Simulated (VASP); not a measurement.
Here is a VASP 6.6.1 calculation.

Contents of INCAR:

```
SYSTEM = TiC
ALGO     = Normal         ! electronic algorithm
EDIFF    = 1E-6           ! SCF threshold, eV
ENCUT    = 520            ! plane-wave cutoff, eV
GGA      = CA             ! functional
ISIF     = 2              ! what is computed and relaxed
ISMEAR   = -1             ! smearing method
LASPH    = .TRUE.         ! aspherical terms in the spheres
LCHARG   = .TRUE.         ! write CHGCAR
LELF     = .TRUE.         ! ELF
LREAL    = .FALSE.        ! projectors in reciprocal space
LVHAR    = .TRUE.       
LWAVE    = .FALSE.        ! write WAVECAR
NBANDS   = 15             ! bands
NELM     = 100            ! most SCF steps
PREC     = Accurate       ! precision mode
SIGMA    = 0.03           ! smearing width, eV
```

The input KPOINTS:

```
k-points
0
G
  16 16 16
  0 0 0
```

Contents of POSCAR:

```
TiC
1.0
    0.0000000000      2.1924769499      2.1924769499
    2.1924769499      0.0000000000      2.1924769499
    2.1924769499      2.1924769499      0.0000000000
Ti C
1 1
Direct
    0.0000000000      0.0000000000      0.0000000000
    0.5000000000      0.5000000000      0.5000000000
```

Potentials or basis: VASP PAW LDA potentials, release 64 (Ti_sv, C).

Command:

```console
$ cat potpaw_LDA.64/Ti_sv/POTCAR potpaw_LDA.64/C/POTCAR > POTCAR
$ mpirun -np 1 vasp_std > vasp.out
```

**Question.** Estimate the band gap on the k mesh.

**Answer.** Zero (bands 8 and 9 overlap by 1.02 eV).

**Question.** Predict the pressure.

**Answer.** -19.9 GPa.

Caveat: the cell stands under tension.
